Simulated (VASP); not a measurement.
# TePt (P6_3/mmc) in VASP: notebook

Runs on TePt. Level: r2SCAN. Tasks: single point, relaxation of cell and atoms.

All numbers are computed with VASP 6.6.1; they aren't measurements. Logs are shortened: lines on timing, memory, paths and dates and some standing lists are left out, and cuts for length are marked.

### 1 The cell of the first run

The structure is hexagonal, space group P6_3/mmc (No. 194). Conventional cell: a = 4.238 Å, b = 4.238 Å, c = 5.629 Å, α = 90.00°, β = 90.00°, γ = 120.00°. Te (site symmetry -6m2) has 6 Pt at 2.82 Å and 6 Te at 3.73 Å within 3.8 Å. Pt (site symmetry -3m) has 2 Pt at 2.81 Å and 6 Te at 2.82 Å within 3.7 Å.

### 2 Single point, r2SCAN

Contents of POSCAR:

```
TePt
1.0
    4.2376569346      0.0000000000      0.0000000000
   -2.1188284673      3.6699185579      0.0000000000
    0.0000000000      0.0000000000      5.6292641161
Te Pt
2 2
Direct
    0.3333333333      0.6666666667      0.2500000000
    0.6666666667      0.3333333333      0.7500000000
    0.0000000000      0.0000000000      0.0000000000
    0.0000000000      0.0000000000      0.5000000000
```

Contents of INCAR.step1:

```
SYSTEM = TePt
ALGO = Normal
EDIFF = 1E-4
ENCUT = 520
GGA = PE
ISMEAR = 0
LASPH = .True.
LCHARG = .False.
LREAL = .False.
LWAVE = .True.
NBANDS = 24
NELM = 60
PREC = Accurate
SIGMA = 0.1
```

Contents of INCAR.step2:

```
SYSTEM = TePt
ALGO = Normal
EDIFF = 1E-7
ENCUT = 520
ISIF = 2
ISMEAR = 0
ISTART = 1
LASPH = .True.
LCHARG = .False.
LMIXTAU = .True.
LREAL = .False.
LWAVE = .False.
METAGGA = R2SCAN
NBANDS = 24
NELM = 60
PREC = Accurate
SIGMA = 0.1
```

Contents of KPOINTS:

```
k-points
0
Gamma
  12 12 8
  0 0 0
```

Potentials or basis: VASP PAW PBE potentials, release 64 (Te, Pt).

Launch:

```
$ cat potpaw_PBE.64/Te/POTCAR potpaw_PBE.64/Pt/POTCAR > POTCAR
$ cp INCAR.step1 INCAR
$ mpirun -np 1 vasp_std > vasp.out
$ cp INCAR.step2 INCAR
$ mpirun -np 1 vasp_std > vasp.out
```

OUTCAR:

```text
SYSTEM = TePt
   EDIFF = 1E-7
   ENCUT = 520
   ISIF = 2
   ISMEAR = 0
   ISTART = 1
   LASPH = .True.
   LREAL = .False.
   METAGGA = R2SCAN
   NELM = 60
   PREC = Accurate

 ion  position               nearest neighbor table
   1  0.333  0.667  0.250-   3 2.82   4 2.82   3 2.82   4 2.82   3 2.82   4 2.82
   2  0.667  0.333  0.750-   3 2.82   4 2.82   3 2.82   4 2.82   3 2.82   4 2.82
   3  0.000  0.000  0.000-   4 2.81   4 2.81   1 2.82   2 2.82   2 2.82   1 2.82   2 2.82   1 2.82

   4  0.000  0.000  0.500-   3 2.81   3 2.81   1 2.82   2 2.82   2 2.82   1 2.82   2 2.82   1 2.82

  LATTYP: Found a hexagonal cell.
 ALAT       =     4.2376569346
 C/A-ratio  =     1.3283907128

  Lattice vectors:

 A1 = (   4.2376569346,   0.0000000000,   0.0000000000)
 A2 = (  -2.1188284673,   3.6699185579,   0.0000000000)
 A3 = (   0.0000000000,   0.0000000000,   5.6292641161)

Analysis of symmetry for initial positions (statically):
=====================================================================
 Subroutine PRICEL returns:
 Original cell was already a primitive cell.

 Routine SETGRP: Setting up the symmetry group for a
 hexagonal supercell.

 Subroutine GETGRP returns: Found 24 space group operations
 (whereof 12 operations were pure point group operations)
 out of a pool of 24 trial point group operations.

The static configuration has the point symmetry D_3d.
 The point group associated with its full space group is D_6h.

Analysis of symmetry for dynamics (positions and initial velocities):
=====================================================================
 Subroutine PRICEL returns:
 Original cell was already a primitive cell.

 Routine SETGRP: Setting up the symmetry group for a
 hexagonal supercell.

 Subroutine GETGRP returns: Found 24 space group operations
 (whereof 12 operations were pure point group operations)
 out of a pool of 24 trial point group operations.

The dynamic configuration has the point symmetry D_3d.
 The point group associated with its full space group is D_6h.

 Subroutine INISYM returns: Found 24 space group operations
 (whereof 12 operations are pure point group operations),
 and found     1 'primitive' translations

----------------------------------------------------------------------------------------
[... 89 lines left out ...]
   ISTART =      1    job   : 0-new  1-cont  2-samecut
   ICHARG =      0    charge: 1-file 2-atom 10-const
   ISPIN  =      1    spin polarized calculation?
   LNONCOLLINEAR =      F non collinear calculations
   LSORBIT =      F    spin-orbit coupling
   LASPH  =      T    aspherical Exc in radial PAW
   ENCUT  =  520.0 eV  38.22 Ry    6.18 a.u.   7.88  7.88 10.47*2*pi/ulx,y,z
   NELM   =     60;   NELMIN=  2; NELMDL=  0     # of ELM steps
   EDIFF  = 0.1E-06   stopping-criterion for ELM
   LREAL  =      F    real-space projection
   EDIFFG = 0.1E-05   stopping-criterion for IOM
   NSW    =      0    number of steps for IOM
   IBRION =     -1    ionic relax: 0-MD 1-quasi-New 2-CG
   NFREE  =      0    steps in history (QN), initial steepest desc. (CG)
   ISIF   =      2    stress and relaxation
   ISYM   =      2    0-nonsym 1-usesym 2-fastsym
   POTIM  = 0.5000    time-step for ionic-motion
   TEBEG  =    0.0;   TEEND  =   0.0 temperature during run
   PSTRESS=    0.0 pullay stress
   NELECT =      32.0000    total number of electrons
   NUPDOWN=      -1.0000    fix difference up-down
   EMIN   =  10.00;   EMAX   =-10.00  energy-range for DOS
   EFERMI =   0.00;   METHOD = LEGACY
   ISMEAR =     0;   SIGMA  =   0.10  broadening in eV -4-tet -1-fermi 0-gaus
   EFERMI_NEDOS =   21; number of points for ismear=-14 and -15
   IALGO  =     38    algorithm
   IMIX   =      4    mixing-type and parameters
     AMIX     =   0.40;   BMIX     =  1.00
     AMIX_MAG =   1.60;   BMIX_MAG =  1.00
  volume/ion in A,a.u.               =      21.89       147.70
  Fermi-wavevector in a.u.,A,eV,Ry     =   1.170524  2.211969 18.641692  1.370126
  Thomas-Fermi vector in A             =   2.306981
   LORBIT       =      0    0 simple, 1 ext, 2 COOP (PROOUT), +10 PAW based schemes
   METAGGA = R2SCAN    functional components
   LHFCALC =     F    Hartree Fock is set to
   AEXX    =    0.0000 exact exchange contribution
   IVDW    =     0    specifies the selected vdW correction
   LEPSILON=     F    determine dielectric tensor
   LRPA    =     F    only Hartree local field effects (RPA)
 non-spin polarized calculation
 Gauss-broadening in eV      SIGMA  =   0.10
  energy-cutoff  :      520.00
  volume of cell :       87.55
 maximum number of plane-waves:      2382
 NGX is ok and might be reduce to    32
   NGX = 15   NGY = 15   NGZ = 21

 number of electron      31.9999999 magnetization

 Free energy of the ion-electron system (eV)
  ---------------------------------------------------
  ext. energy  EPLUGINS =         0.00000000
  ---------------------------------------------------
  free energy    TOTEN  =      -154.62908174 eV

  energy without entropy =     -154.61844108  energy(sigma->0) =     -154.62376141

 E-fermi :   9.1872     XC(G=0): -11.8352

 val. band max:        9.1696672138   @ k =   0.1667   0.0000   0.3750
 cond. band min:       9.1881093110   @ k =   0.0000   0.0000   0.1250
 fundamental gap:      0.0184420971
 Fermi energy:         9.1872017369

 k-point     1 :       0.0000    0.0000    0.0000
  band No.  band energies     occupation
      1      -5.2510      2.00000
      2      -2.5083      2.00000
      3       1.7679      2.00000
      4       2.9322      2.00000
      5       2.9322      2.00000
      6       3.6952      2.00000
[... 637 lines left out ...]
     23      16.1500      0.00000
     24      17.4673      0.00000

 [... further k-points ...]
[... 5 lines left out ...]
  --------------------------------------------------------------------------------------
  -------------------------------------------------------------------------------------
  Total       -0.0217300     -0.0217300      0.0073771      0.0000000      0.0000000      0.0000000
  in kB       -0.3976828     -0.3976828      0.1350087      0.0000000      0.0000000      0.0000000
  external PRESSURE =      -0.2201190 kB  Pullay stress =       0.0000000 kB

 VOLUME and BASIS-vectors are now :
 -----------------------------------------------------------------------------
  energy-cutoff  :      520.00
  volume of cell :       87.55
      direct lattice vectors                 reciprocal lattice vectors
     4.237656935  0.000000000  0.000000000     0.235979461  0.136242805  0.000000000
    -2.118828467  3.669918558  0.000000000     0.000000000  0.272485611  0.000000000
     0.000000000  0.000000000  5.629264116     0.000000000  0.000000000  0.177643113

 POSITION                                       TOTAL-FORCE (eV/Angst)
 -----------------------------------------------------------------------------------
     -0.00000      2.44661      1.40732         0.000000     -0.000000      0.000000
      2.11883      1.22331      4.22195         0.000000      0.000000      0.000000
      0.00000      0.00000      0.00000        -0.000000      0.000000      0.000000
      0.00000      0.00000      2.81463        -0.000000      0.000000      0.000000
 -----------------------------------------------------------------------------------
    total drift:                               -0.000000      0.000000      0.000000

  FREE ENERGIE OF THE ION-ELECTRON SYSTEM (eV)
  ---------------------------------------------------
  free  energy   TOTEN  =      -154.6290817429 eV

  energy  without entropy=     -154.6184410795  energy(sigma->0) =     -154.62376141
```

OUTCAR.step1:

```text
SYSTEM = TePt
   EDIFF = 1E-4
   ENCUT = 520
   GGA = PE
   ISMEAR = 0
   LASPH = .True.
   LREAL = .False.
   NELM = 60
[... 879 lines left out ...]
      2.11883      1.22331      4.22195        -0.000000     -0.000000      0.000000
      0.00000      0.00000      0.00000         0.000000      0.000000      0.000000
      0.00000      0.00000      2.81463         0.000000      0.000000      0.000000
 -----------------------------------------------------------------------------------
    total drift:                               -0.000000      0.000000      0.000000

  FREE ENERGIE OF THE ION-ELECTRON SYSTEM (eV)
  ---------------------------------------------------
  free  energy   TOTEN  =       -19.2910360911 eV

  energy  without entropy=      -19.2790462695  energy(sigma->0) =      -19.28504118
```

OSZICAR.step1:

```text
N       E                     dE             d eps       ncg     rms          rms(c)
DAV:   1     0.163954949362E+03    0.16395E+03   -0.13950E+04  4584   0.118E+03
DAV:   2    -0.126773226211E+02   -0.17663E+03   -0.16222E+03  5448   0.228E+02
DAV:   3    -0.195210066895E+02   -0.68437E+01   -0.66873E+01  5680   0.436E+01
DAV:   4    -0.196134012201E+02   -0.92395E-01   -0.92344E-01  5224   0.559E+00
DAV:   5    -0.196153164040E+02   -0.19152E-02   -0.19150E-02  5792   0.767E-01    0.197E+01
DAV:   6    -0.193656752607E+02    0.24964E+00   -0.72421E-01  4992   0.663E+00    0.118E+01
DAV:   7    -0.193188888913E+02    0.46786E-01   -0.20255E-01  4640   0.333E+00    0.242E+00
DAV:   8    -0.192910886142E+02    0.27800E-01   -0.96834E-02  4800   0.260E+00    0.116E+00
DAV:   9    -0.192914346589E+02   -0.34604E-03   -0.42259E-03  5624   0.344E-01    0.729E-01
DAV:  10    -0.192911654766E+02    0.26918E-03   -0.37870E-03  4768   0.394E-01    0.171E-01
DAV:  11    -0.192910276264E+02    0.13785E-03   -0.28033E-04  4520   0.137E-01    0.150E-01
DAV:  12    -0.192910360911E+02   -0.84647E-05   -0.32724E-05  2592   0.286E-02
   1 F= -.19291036E+02 E0= -.19285041E+02  d E =-.119898E-01
```

Wall time 8.1 min (1 thread of AMD EPYC 9R45 (Zen 5), shared host); peak memory 0.31 GiB.

Results:

```yaml
Free_energy: -154.6291 eV
Pressure: 0.0 GPa
Band_gap_on_the_k_mesh: zero (bands 16 and 17 overlap by 1.30 eV)
```

Levels at points of the mesh, in eV from the Fermi level:
| k point | band 14 | band 15 | band 16 | band 17 | band 18 | band 19 |
| --- | --- | --- | --- | --- | --- | --- |
| (0.00, 0.00, 0.00) | -1.73 | 0.11 | 0.49 | 1.86 | 2.09 | 2.25 |
| (0.50, 0.00, 0.00) | -2.22 | -2.03 | -1.55 | 1.32 | 2.56 | 3.81 |
| (0.00, 0.00, 0.50) | -2.54 | 0.97 | 0.97 | 0.97 | 0.97 | 4.21 |
| (0.50, 0.00, 0.50) | -3.00 | -0.43 | -0.43 | 0.50 | 0.50 | 2.68 |

Caveat: the PAW data sets were made with another functional, which shifts forces and pressure a little; spin-orbit coupling is left out, which moves the levels of the heavy elements.

### 3 Relaxation of cell and atoms, r2SCAN

Contents of POSCAR:

```
TePt
1.0
    4.2491218135      0.0000000000      0.0000000000
   -2.1245609067      3.6798474342      0.0000000000
    0.0000000000      0.0000000000      5.5973671064
Te Pt
2 2
Direct
    0.3333333333      0.6666666667      0.2500000000
    0.6666666667      0.3333333333      0.7500000000
    0.0000000000      0.0000000000      0.0000000000
    0.0000000000      0.0000000000      0.5000000000
```

Contents of INCAR.step1:

```
SYSTEM = TePt
ALGO = Normal
EDIFF = 1E-4
ENCUT = 600
GGA = PE
ISMEAR = 0
LASPH = .TRUE.
LCHARG = .FALSE.
LREAL = .FALSE.
LWAVE = .TRUE.
NELM = 100
PREC = Accurate
SIGMA = 0.1
```

Contents of INCAR.step2:

```
SYSTEM = TePt
ALGO = Normal
EDIFF = 1E-7
EDIFFG = -0.005
ENCUT = 600
IBRION = 2
ISIF = 3
ISMEAR = 0
ISTART = 1
LASPH = .TRUE.
LCHARG = .FALSE.
LMIXTAU = .TRUE.
LREAL = .FALSE.
LWAVE = .FALSE.
METAGGA = R2SCAN
NELM = 100
NSW = 100
PREC = Accurate
SIGMA = 0.1
```

Contents of KPOINTS:

```
k-points
0
G
  12 12 8
  0 0 0
```

Potentials or basis: VASP PAW PBE potentials, release 64 (Te, Pt).

Launch:

```
$ cat potpaw_PBE.64/Te/POTCAR potpaw_PBE.64/Pt/POTCAR > POTCAR
$ cp INCAR.step1 INCAR
$ mpirun -np 1 vasp_std > vasp.out
$ cp INCAR.step2 INCAR
$ mpirun -np 1 vasp_std > vasp.out
```

Wall time 83 min (1 thread of Oxide Virtual Turin-like, shared host); peak memory 0.37 GiB.

Results (log left out):

| Property | Result |
| --- | --- |
| Free energy | -154.6284 eV |
| Relaxed volume | 21.89 Å³/atom |
| Relaxed cell | a = 4.236 Å, b = 4.236 Å, c = 5.632 Å, α = 90.00°, β = 90.00°, γ = 120.00° |
| Space group after relaxing (to 0.1 Å) | P6_3/mmc (No. 194) |
| Energy gained by relaxing | 0.3 meV/atom |
| Ionic steps | 5 |
| Pressure after relaxing | 0.0 GPa |
| Band gap on the k mesh | zero (bands 16 and 17 overlap by 1.30 eV) |

Step by step:
```tsv
step	energy change (eV)	largest force (eV/Å)	pressure (GPa)	volume (Å³)
1	0.0000	0.0000	0.09	87.52
2	-0.0011	0.0000	-0.17	87.67
3	-0.0012	0.0000	-0.27	87.73
4	-0.0010	0.0000	0.34	87.31
5	-0.0013	0.0000	0.01	87.54
```

Final structure:
```
CELL_PARAMETERS angstrom
4.23645 0.00000 0.00000
-2.11822 3.66887 0.00000
0.00000 0.00000 5.63244
ATOMIC_POSITIONS crystal
Te 0.33333 0.66667 0.25000
Te 0.66667 0.33333 0.75000
Pt 0.00000 0.00000 0.00000
Pt 0.00000 0.00000 0.50000
```

Levels at points of the mesh, in eV from the Fermi level:
```csv
k point,band 14,band 15,band 16,band 17,band 18,band 19
"(0.00, 0.00, 0.00)",-1.72,0.10,0.49,1.86,2.09,2.26
"(0.50, 0.00, 0.00)",-2.22,-2.04,-1.54,1.32,2.56,3.81
"(0.00, 0.00, 0.50)",-2.54,0.97,0.97,0.97,0.97,4.21
"(0.50, 0.00, 0.50)",-3.00,-0.43,-0.43,0.50,0.50,2.67
```

Caveat: the PAW data sets were made with another functional, which shifts forces and pressure a little; spin-orbit coupling is left out, which moves the levels of the heavy elements.

The gap in the log of VASP goes by the Fermi energy; the results here count the filled bands.